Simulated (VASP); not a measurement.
A run of VASP 6.6.1 is set up as follows.

POSCAR

```
YN
1.0
    0.0000000000      2.4480479768      2.4480479768
    2.4480479768      0.0000000000      2.4480479768
    2.4480479768      2.4480479768      0.0000000000
Y N
1 1
Direct
    0.0000000000      0.0000000000      0.0000000000
    0.5000000000      0.5000000000      0.5000000000
```

The input INCAR.step1:

```
ALGO = Normal
EDIFF = 1E-8
ENCUT = 500
GGA = CA
ISMEAR = 0
LASPH = T
LCHARG = F
LREAL = F
LWAVE = T
NELM = 60
PREC = Accurate
SIGMA = 0.01
```

INCAR.step2

```
ALGO = Exact
EDIFF = 1E-8
ENCUT = 500
GGA = CA
ISMEAR = 0
ISTART = 1
LASPH = T
LCHARG = F
LOPTICS = T
LREAL = F
LWAVE = T
NBANDS = 98
NELM = 1
PREC = Accurate
SIGMA = 0.01
```

File INCAR.step3:

```
ALGO = EVGW0
EDIFF = 1E-8
ENCUT = 500
ENCUTGW = 60.0
GGA = CA
ISMEAR = 0
ISTART = 1
LASPH = T
LCHARG = F
LREAL = F
LWAVE = F
NBANDS = 98
NBANDSGW = 16
NELMGW = 1
NOMEGA = 48
PREC = Accurate
PRECFOCK = Fast
SIGMA = 0.01
```

Contents of KPOINTS:

```
k-points
0
Gamma
  4 4 4
```

Potentials or basis: VASP PAW LDA potentials, release 64 (Y_sv_GW, N_GW).

The run is started by

```console
$ cat potpaw_LDA.64/Y_sv_GW/POTCAR potpaw_LDA.64/N_GW/POTCAR > POTCAR
$ cp INCAR.step1 INCAR
$ mpirun -np 1 vasp_std > vasp.out
$ cp INCAR.step2 INCAR
$ mpirun -np 1 vasp_std > vasp.out
$ cp INCAR.step3 INCAR
$ mpirun -np 1 vasp_std > vasp.out
```

**Question.** Predict the quasiparticle gap.

**Answer.** 0.38 eV.

**Question.** What does it give for the least direct quasiparticle gap?

**Answer.** 0.86 eV.

**Question.** What does it give for the band gap on the k mesh, mean-field level?

**Answer.** 0.03 eV, indirect (least direct gap 0.42 eV).

Caveat: the k points lie up to 0.56 Å⁻¹ apart; bands, screening cutoff and mesh are small and nothing is extrapolated, so the quasiparticle values aren't converged. A k mesh can miss the band edges.
